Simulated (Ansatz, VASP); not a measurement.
## SnO: VASP beside Ansatz

INCAR

```
SYSTEM = SnO
PREC = Accurate
ENCUT = 600
EDIFF = 1E-6
ISMEAR = -1
SIGMA = 0.05
LREAL = .False.
LASPH = .True.
NELM = 120
ALGO = Normal
ISIF = 2
LWAVE = .False.
LCHARG = .False.
NBANDS = 28
GGA_COMPAT = .False.
```

KPOINTS

```
regular mesh
0
Gamma
  7 7 6
  0 0 0
```

POSCAR

```
SnO
1.0
    3.7621524798      0.0000000000      0.0000000000
    0.0000000000      3.7621524798      0.0000000000
    0.0000000000      0.0000000000      4.8208658347
Sn O
2 2
Direct
    0.5000000000      0.0000000000      0.7646261400
    0.0000000000      0.5000000000      0.2353738600
    0.0000000000      0.0000000000      0.0000000000
    0.5000000000      0.5000000000      0.0000000000
```

The input input.yaml:

```yaml
crystal:
  lattice:
    - [3.7621524798, 0.0, 0.0]
    - [0.0, 3.7621524798, 0.0]
    - [0.0, 0.0, 4.8208658347]
  atoms:
    - { symbol: Sn, position: [0.5, 0.0, 0.76462614] }
    - { symbol: Sn, position: [0.0, 0.5, 0.23537386] }
    - { symbol: O, position: [0.0, 0.0, 0.0] }
    - { symbol: O, position: [0.5, 0.5, 0.0] }
kpoints:
  mp_grid: { grid: [7, 7, 6] }
scf:
  occupations: { method: fermi_dirac, width: 0.05 }
hamiltonian:
  xc: lda
  pseudopotentials: { kind: all_electron, lapw: { basis_error: 0.002 } }
output:
  forces: true
  stress: true
  eigenvalues: true
```

Change from the starting cell: volume scaled by 0.96.

Alike in both runs: task single point; functional LDA; k mesh 7 × 7 × 6; occupations fermi-dirac, width 0.05 eV; no spin polarisation.

```csv
,VASP,Ansatz
version,VASP 6.6.1,Ansatz 0.2.0
potentials or method,"VASP PAW LDA potentials, release 64 (Sn_d, O), cutoff 600 eV","all-electron LAPW, scalar-relativistic"
```

```csv
,VASP,Ansatz,Ansatz less VASP
gap on the k mesh at the Fermi level (eV),0.31,0.32,+0.013
least direct gap on the mesh (eV),1.95,2.00,+0.049
pressure (GPa),0.9,0.6,-0.29
"traceless stress, the component that is largest in VASP (GPa)",-0.35,-0.35,0.000
rms of the force components (eV/Å),0.187,0.139,-0.0476
```

LDA's correlation is that of Perdew and Zunger in VASP and of Perdew and Wang (1992) in Ansatz. Atom by atom the forces differ by 0.048 eV/Å (rms over components). Ansatz ran all-electron here, and VASP with PAW potentials.
